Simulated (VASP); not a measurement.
# AlN (Cm) in VASP: notebook

The runs below take AlN through single point, with PBE.

Everything below comes from runs of VASP 6.6.1. Logs are shortened: lines on timing, memory, paths and dates and some standing lists are left out, and cuts for length are marked.

### 1 The cell of the first run

The structure is monoclinic, space group Cm (No. 8). Conventional cell: a = 5.737 Å, b = 3.312 Å, c = 4.188 Å, α = 90.00°, β = 90.00°, γ = 90.00°. Within 2.1 Å of Al (site symmetry m) lie 3 N at 1.61 to 1.80 Å. Within 2.5 Å of Al (site symmetry m) lie 5 N at 1.91 to 2.09 Å and 2 Al at 2.26 Å. Within 2.1 Å of N (site symmetry m) lie 4 Al at 1.61 to 1.91 Å. N (site symmetry m) has 4 Al at 1.80 to 2.09 Å within 2.4 Å.

### 2 Single point, PBE (atom 1 (Al) moved by (-0.600, -0.600) A along y and z)

The input, INCAR:

```
SYSTEM = AlN
  ALGO = Normal
  EDIFF = 1E-6
  ENCUT = 520
  GGA = PE
  ISIF = 2
  ISMEAR = 0
  LASPH = .TRUE.
  LCHARG = .FALSE.
  LREAL = .FALSE.
  LWAVE = .FALSE.
  NBANDS = 16
  NELM = 60
  PREC = Accurate
  SIGMA = 0.05
```

The input, KPOINTS:

```
k-points
0
G
  9 9 6
  0 0 0
```

The input, POSCAR:

```
AlN
1.0
    3.3121157418      0.0000000000      0.0000000000
   -1.6560578709      2.8683763727      0.0000000000
    0.0000000000      0.0000000000      4.1875630000
Al N
2 2
Direct
    0.2287445482      0.4574890965      0.6067185735
    0.6666666667      0.3333333333      0.2500000000
    0.3333333333      0.6666666667      0.2500000000
    0.6666666667      0.3333333333      0.7500000000
```

Potentials or basis: VASP PAW PBE potentials, release 64 (Al, N).

Launch:

```sh
> cat potpaw_PBE.64/Al/POTCAR potpaw_PBE.64/N/POTCAR > POTCAR
> mpirun -np 1 vasp_std > vasp.out
```

OUTCAR:

```text
SYSTEM = AlN
   EDIFF = 1E-6
   ENCUT = 520
   GGA = PE
   ISIF = 2
   ISMEAR = 0
   LASPH = .TRUE.
   LREAL = .FALSE.
   NELM = 60
   PREC = Accurate

 ion  position               nearest neighbor table
   1  0.229  0.457  0.607-   3 1.61   4 1.80   4 1.80   2 2.26   2 2.26   2 2.92   2 3.18   2 3.18

   2  0.667  0.333  0.250-   3 1.91   3 1.91   3 1.91   4 2.09   4 2.09   1 2.26   1 2.26   1 2.92
                             1 3.18   1 3.18
   3  0.333  0.667  0.250-   1 1.61   2 1.91   2 1.91   2 1.91
   4  0.667  0.333  0.750-   1 1.80   1 1.80   2 2.09   2 2.09

  LATTYP: Found a hexagonal cell.
 ALAT       =     3.3121157418
 C/A-ratio  =     1.2643166261

  Lattice vectors:

 A1 = (   3.3121157418,   0.0000000000,   0.0000000000)
 A2 = (  -1.6560578709,   2.8683763727,   0.0000000000)
 A3 = (   0.0000000000,   0.0000000000,   4.1875630000)

Analysis of symmetry for initial positions (statically):
=====================================================================
 Subroutine PRICEL returns:
 Original cell was already a primitive cell.

 Routine SETGRP: Setting up the symmetry group for a
 hexagonal supercell.

 Subroutine GETGRP returns: Found  2 space group operations
 (whereof  2 operations were pure point group operations)
 out of a pool of 24 trial point group operations.

The static configuration has the point symmetry C_1h.

Analysis of symmetry for dynamics (positions and initial velocities):
=====================================================================
 Subroutine PRICEL returns:
 Original cell was already a primitive cell.

 Routine SETGRP: Setting up the symmetry group for a
 hexagonal supercell.

 Subroutine GETGRP returns: Found  2 space group operations
 (whereof  2 operations were pure point group operations)
 out of a pool of 24 trial point group operations.

The dynamic configuration has the point symmetry C_1h.

 Subroutine INISYM returns: Found  2 space group operations
 (whereof  2 operations are pure point group operations),
 and found     1 'primitive' translations

----------------------------------------------------------------------------------------

                                     Primitive cell

  volume of cell :      39.7835

  direct lattice vectors                    reciprocal lattice vectors
     3.312115742  0.000000000  0.000000000     0.301921816  0.174314642  0.000000000
    -1.656057871  2.868376373  0.000000000     0.000000000  0.348629284  0.000000000
     0.000000000  0.000000000  4.187563000     0.000000000  0.000000000  0.238802377

  length of vectors
     3.312115742  3.312115742  4.187563000     0.348629284  0.348629284  0.238802377

  position of ions in fractional coordinates (direct lattice)
     0.228744548  0.457489096  0.606718573
     0.666666667  0.333333333  0.250000000
     0.333333333  0.666666667  0.250000000
     0.666666667  0.333333333  0.750000000

  ion indices of the primitive-cell ions
   primitive index   ion index
                 1           1
                 2           2
                 3           3
                 4           4

----------------------------------------------------------------------------------------

 KPOINTS: k-points

Automatic generation of k-mesh.
 Grid dimensions read from file:
 generate k-points for:    9    9    6

 Generating k-lattice:

  Cartesian coordinates                     Fractional coordinates (reciprocal lattice)
     0.033546868  0.019368294  0.000000000     0.111111111 -0.000000000  0.000000000
     0.000000000  0.038736587  0.000000000     0.000000000  0.111111111  0.000000000
     0.000000000  0.000000000  0.039800396     0.000000000  0.000000000  0.166666667

  Length of vectors
     0.038736587  0.038736587  0.039800396

  Shift w.r.t. Gamma in fractional coordinates (k-lattice)
     0.000000000  0.000000000  0.000000000

 Subroutine IBZKPT returns following result:
 ===========================================

 Found    140 irreducible k-points:

 Following reciprocal coordinates:
            Coordinates               Weight
  0.000000  0.000000  0.000000      1.000000
  0.111111  0.000000  0.000000      4.000000
  0.000000  0.111111  0.000000      2.000000
  0.222222  0.000000  0.000000      4.000000
  0.000000  0.222222  0.000000      2.000000
  0.333333 -0.000000  0.000000      4.000000
[... 16 lines left out ...]
 -0.222222 -0.444444  0.000000      4.000000
  0.444444  0.333333  0.000000      4.000000
 [... further k-points ...]
   k-points           NKPTS =    140   k-points in BZ     NKDIM =    140   number of bands    NBANDS=     16
   number of dos      NEDOS =    301   number of ions     NIONS =      4
   total plane-waves  NPLWV =  25088
   dimension x,y,z NGX =    28 NGY =   28 NGZ =   32
   dimension x,y,z NGXF=    56 NGYF=   56 NGZF=   64
   ions per type =               2   2
   NGX,Y,Z   is equivalent  to a cutoff of  14.05, 14.05, 12.70 a.u.
   NGXF,Y,Z  is equivalent  to a cutoff of  28.11, 28.11, 25.41 a.u.
 SYSTEM =  AlN
   PREC   = accura    normal or accurate (medium, high low for compatibility)
   ISTART =      0    job   : 0-new  1-cont  2-samecut
   ICHARG =      2    charge: 1-file 2-atom 10-const
   ISPIN  =      1    spin polarized calculation?
   LNONCOLLINEAR =      F non collinear calculations
   LSORBIT =      F    spin-orbit coupling
   LASPH  =      T    aspherical Exc in radial PAW
   ENCUT  =  520.0 eV  38.22 Ry    6.18 a.u.   6.16  6.16  7.79*2*pi/ulx,y,z
   NELM   =     60;   NELMIN=  2; NELMDL= -5     # of ELM steps
   EDIFF  = 0.1E-05   stopping-criterion for ELM
   LREAL  =      F    real-space projection
   EDIFFG = 0.1E-04   stopping-criterion for IOM
   NSW    =      0    number of steps for IOM
   IBRION =     -1    ionic relax: 0-MD 1-quasi-New 2-CG
   NFREE  =      0    steps in history (QN), initial steepest desc. (CG)
   ISIF   =      2    stress and relaxation
   ISYM   =      2    0-nonsym 1-usesym 2-fastsym
   POTIM  = 0.5000    time-step for ionic-motion
   TEBEG  =    0.0;   TEEND  =   0.0 temperature during run
   PSTRESS=    0.0 pullay stress
   NELECT =      16.0000    total number of electrons
   NUPDOWN=      -1.0000    fix difference up-down
   EMIN   =  10.00;   EMAX   =-10.00  energy-range for DOS
   EFERMI =   0.00;   METHOD = LEGACY
   ISMEAR =     0;   SIGMA  =   0.05  broadening in eV -4-tet -1-fermi 0-gaus
   EFERMI_NEDOS =   21; number of points for ismear=-14 and -15
   IALGO  =     38    algorithm
   IMIX   =      4    mixing-type and parameters
     AMIX     =   0.40;   BMIX     =  1.00
     AMIX_MAG =   1.60;   BMIX_MAG =  1.00
  volume/ion in A,a.u.               =       9.95        67.12
  Fermi-wavevector in a.u.,A,eV,Ry     =   1.208409  2.283561 19.867927  1.460251
  Thomas-Fermi vector in A             =   2.344017
   LORBIT       =      0    0 simple, 1 ext, 2 COOP (PROOUT), +10 PAW based schemes
   GGA     = PE    functional components
   LHFCALC =     F    Hartree Fock is set to
   AEXX    =    0.0000 exact exchange contribution
   IVDW    =     0    specifies the selected vdW correction
   LEPSILON=     F    determine dielectric tensor
   LRPA    =     F    only Hartree local field effects (RPA)
 non-spin polarized calculation
 Gauss-broadening in eV      SIGMA  =   0.05
  energy-cutoff  :      520.00
  volume of cell :       39.78
 maximum number of plane-waves:      1090
 NGX is ok and might be reduce to    28
   NGX = 13   NGY = 13   NGZ = 15

 number of electron      15.9999999 magnetization

 Free energy of the ion-electron system (eV)
  ---------------------------------------------------
  ext. energy  EPLUGINS =         0.00000000
  ---------------------------------------------------
  free energy    TOTEN  =       -25.59207255 eV

  energy without entropy =      -25.59207255  energy(sigma->0) =      -25.59207255

 E-fermi :   7.6239     XC(G=0): -11.0860

 val. band max:        7.3885729919   @ k =   0.0000   0.0000   0.0000
 cond. band min:       9.9842895809   @ k =   0.0000   0.0000   0.0000
 fundamental gap:      2.5957165891
 Fermi energy:         7.6238611362

 k-point     1 :       0.0000    0.0000    0.0000
  band No.  band energies     occupation
      1      -9.3755      2.00000
      2      -5.6228      2.00000
      3       1.2748      2.00000
      4       3.8834      2.00000
      5       4.2347      2.00000
      6       5.6068      2.00000
[... 8 lines left out ...]
     15      19.1626      0.00000
     16      20.6295      0.00000

 k-point     2 :       0.1111    0.0000    0.0000
  band No.  band energies     occupation
      1      -9.2383      2.00000
      2      -5.6183      2.00000
      3       1.4206      2.00000
      4       3.4303      2.00000
      5       4.0551      2.00000
      6       5.1826      2.00000
[... 8 lines left out ...]
     15      19.5721      0.00000
     16      20.4798      0.00000

 k-point     3 :       0.0000    0.1111    0.0000
  band No.  band energies     occupation
      1      -9.2445      2.00000
      2      -5.6174      2.00000
      3       1.4130      2.00000
      4       3.6379      2.00000
      5       3.6969      2.00000
      6       5.6623      2.00000
[... 8 lines left out ...]
     15      19.1365      0.00000
     16      20.7708      0.00000

 k-point     4 :       0.2222    0.0000    0.0000
  band No.  band energies     occupation
      1      -8.8468      2.00000
      2      -5.6461      2.00000
      3       1.8273      2.00000
      4       2.4297      2.00000
      5       3.6786      2.00000
      6       4.3766      2.00000
[... 8 lines left out ...]
     15      19.4330      0.00000
     16      20.2514      0.00000

 k-point     5 :       0.0000    0.2222    0.0000
  band No.  band energies     occupation
      1      -8.8732      2.00000
      2      -5.6365      2.00000
      3       1.7755      2.00000
      4       2.4858      2.00000
      5       3.3083      2.00000
      6       5.7256      2.00000
[... 8 lines left out ...]
     15      18.4495      0.00000
     16      20.6232      0.00000

 k-point     6 :       0.3333   -0.0000    0.0000
  band No.  band energies     occupation
      1      -8.2783      2.00000
      2      -5.8006      2.00000
      3       1.4238      2.00000
      4       2.5012      2.00000
      5       3.3211      2.00000
      6       3.6849      2.00000
[... 8 lines left out ...]
     15      19.5033      0.00000
     16      20.5537      0.00000

 k-point     7 :       0.0000    0.3333    0.0000
  band No.  band energies     occupation
      1      -8.3450      2.00000
      2      -5.7585      2.00000
      3       1.2938      2.00000
      4       2.5001      2.00000
      5       2.9502      2.00000
      6       4.9575      2.00000
[... 8 lines left out ...]
     15      19.0810      0.00000
     16      20.9108      0.00000

 k-point     8 :       0.4444    0.0000    0.0000
  band No.  band energies     occupation
      1      -7.7453      2.00000
      2      -6.0715      2.00000
      3       0.8971      2.00000
      4       2.8932      2.00000
      5       3.2471      2.00000
      6       3.4314      2.00000
[... 8 lines left out ...]
     15      20.4092      0.00000
     16      20.9726      0.00000

 k-point     9 :       0.0000    0.4444    0.0000
  band No.  band energies     occupation
      1      -7.8756      2.00000
      2      -5.9655      2.00000
      3       0.7076      2.00000
      4       2.7467      2.00000
      5       3.0802      2.00000
      6       4.5495      2.00000
[... 8 lines left out ...]
     15      20.5009      0.00000
     16      21.1676      0.00000
[... 172 lines left out ...]
 k-point    19 :      -0.1111   -0.4444    0.0000
  band No.  band energies     occupation
      1      -7.7242      2.00000
      2      -6.0285      2.00000
      3       0.6489      2.00000
      4       2.4844      2.00000
      5       3.3353      2.00000
      6       4.5209      2.00000
[... 8 lines left out ...]
     15      20.1928      0.00000
     16      21.3605      0.00000

 k-point    20 :       0.2222    0.2222    0.0000
  band No.  band energies     occupation
      1      -8.0289      2.00000
      2      -5.8626      2.00000
      3       1.1932      2.00000
      4       2.3078      2.00000
      5       2.9575      2.00000
      6       4.3780      2.00000
[... 8 lines left out ...]
     15      19.7085      0.00000
     16      20.7875      0.00000

 k-point    21 :      -0.4444    0.2222    0.0000
  band No.  band energies     occupation
      1      -7.9665      2.00000
      2      -5.9098      2.00000
      3       1.4728      2.00000
      4       2.1317      2.00000
      5       2.9648      2.00000
      6       3.8290      2.00000
[... 8 lines left out ...]
     15      19.8574      0.00000
     16      20.6881      0.00000

 k-point    22 :       0.3333    0.2222    0.0000
  band No.  band energies     occupation
      1      -7.5546      2.00000
      2      -6.1085      2.00000
      3       0.7806      2.00000
      4       2.2884      2.00000
      5       3.5879      2.00000
      6       3.7198      2.00000
[... 8 lines left out ...]
     15      19.8357      0.00000
     16      20.8387      0.00000

 k-point    23 :      -0.2222   -0.4444    0.0000
  band No.  band energies     occupation
      1      -7.6110      2.00000
      2      -6.0593      2.00000
      3       0.7167      2.00000
      4       2.1952      2.00000
      5       3.5340      2.00000
      6       4.2822      2.00000
[... 8 lines left out ...]
     15      19.6069      0.00000
     16      21.1858      0.00000

 k-point    24 :       0.4444    0.3333    0.0000
  band No.  band energies     occupation
      1      -7.5154      2.00000
      2      -6.1433      2.00000
      3       0.8661      2.00000
      4       2.2522      2.00000
      5       3.4646      2.00000
      6       3.6730      2.00000
[... 8 lines left out ...]
     15      20.0128      0.00000
     16      20.5504      0.00000

 [... further k-points ...]
[... 5 lines left out ...]
  --------------------------------------------------------------------------------------
  -------------------------------------------------------------------------------------
  Total        8.6983070      1.1853112     14.2308090      0.0000000     -1.5527538      0.0000000
  in kB      350.3017602     47.7353359    573.1089307      0.0000000    -62.5331313      0.0000000
  external PRESSURE =     323.7153422 kB  Pullay stress =       0.0000000 kB

 VOLUME and BASIS-vectors are now :
 -----------------------------------------------------------------------------
  energy-cutoff  :      520.00
  volume of cell :       39.78
      direct lattice vectors                 reciprocal lattice vectors
     3.312115742  0.000000000  0.000000000     0.301921816  0.174314642  0.000000000
    -1.656057871  2.868376373  0.000000000     0.000000000  0.348629284  0.000000000
     0.000000000  0.000000000  4.187563000     0.000000000  0.000000000  0.238802377

 POSITION                                       TOTAL-FORCE (eV/Angst)
 -----------------------------------------------------------------------------------
     -0.00000      1.31225      2.54067        -0.000000      0.674475     11.713959
      1.65606      0.95613      1.04689        -0.000000     -0.660883     -5.420525
     -0.00000      1.91225      1.04689         0.000000      0.829807     -5.187006
      1.65606      0.95613      3.14067         0.000000     -0.843399     -1.106428
 -----------------------------------------------------------------------------------
    total drift:                               -0.000000     -0.000123      0.000242

  FREE ENERGIE OF THE ION-ELECTRON SYSTEM (eV)
  ---------------------------------------------------
  free  energy   TOTEN  =       -25.5920725490 eV

  energy  without entropy=      -25.5920725490  energy(sigma->0) =      -25.59207255
```

Wall time 35 s (1 thread of Intel Xeon 6975P-C (Granite Rapids), shared host); peak memory 0.21 GiB.

Results:

* Free energy: -25.5921 eV
* Pressure: 32.4 GPa
* Largest force: 11.733 eV/Å
* Band gap on the k mesh: 2.60 eV, direct

Forces in eV/Å, atoms in the order of the input:
```
Al   0.000  0.674 11.714
Al   0.000 -0.661 -5.421
N    0.000  0.830 -5.187
N    0.000 -0.843 -1.106
```

Stress tensor (GPa, compression positive):
```
35.03  0.00  0.00
 0.00  4.77 -6.25
 0.00 -6.25 57.31
```

Caveat: the cell differs from its parent crystal (atom 1 (Al) moved by (-0.600, -0.600) A along y and z); forces of over 1 eV/Å act on the atoms, so gaps and moduli don't describe the material at rest. A k mesh can miss the band edges.

(Continued in part 2 of 2.)
